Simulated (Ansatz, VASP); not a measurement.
# One calculation of BeCo, two programs

The input INCAR:

```
ALGO = Normal
EDIFF = 1E-6
ENCUT = 600
GGA = CA
GGA_COMPAT = F
ISIF = 2
ISMEAR = -1
ISPIN = 2
LASPH = T
LCHARG = T
LELF = T
LMAXMIX = 4
LORBIT = 11
LREAL = F
LVHAR = T
LWAVE = F
MAGMOM = 0 3.2
NBANDS = 20
NELM = 200
PREC = Accurate
SIGMA = 0.1
```

Contents of KPOINTS:

```
k-points
0
Gamma
  10 10 10
```

Contents of POSCAR:

```
BeCo
1.0
    2.6060000000      0.0000000000      0.0000000000
    0.0000000000      2.6060000000      0.0000000000
    0.0000000000      0.0000000000      2.6060000000
Be Co
1 1
Direct
    0.0000000000      0.0000000000      0.0000000000
    0.5000000000      0.5000000000      0.5000000000
```

Input for Ansatz:

```yaml
crystal:
  lattice:
    - [2.606, 0.0, 0.0]
    - [0.0, 2.606, 0.0]
    - [0.0, 0.0, 2.606]
  atoms:
    - { symbol: Be, position: [0.0, 0.0, 0.0] }
    - { symbol: Co, position: [0.5, 0.5, 0.5] }
basis:
  ecutwfc: 571.4391111657479
kpoints:
  mp_grid:
    grid: [10, 10, 10]
hamiltonian:
  xc: lda
  pseudopotentials:
    kind: paw
magnetization:
  spin_polarized: true
  per_species:
    Co: 3.2
scf:
  occupations:
    method: fermi_dirac
    width: 0.1
```

Alike in both runs: task single point; functional LDA; k mesh 10 × 10 × 10; occupations fermi-dirac, width 0.1 eV; collinear spin.

|  | VASP | Ansatz |
| --- | --- | --- |
| version | VASP 6.6.1 | Ansatz 0.2.0 |
| potentials or method | VASP PAW LDA potentials, release 64 (Be, Co_sv), cutoff 600 eV | plane waves, PAW |
| valence electrons in the cell | 19 | 19 |

```csv
,VASP,Ansatz,Ansatz less VASP
net moment per atom (μB),0.09,0.14,+0.050
size of the moment on the site where the two differ most (μB),0.19,0.30,+0.106
```

LDA's correlation is that of Perdew and Zunger in VASP and of Perdew and Wang (1992) in Ansatz. Site moments also hang on the region over which each program counts them. Ansatz's warnings: given moment on shells, seeded moment not kept.
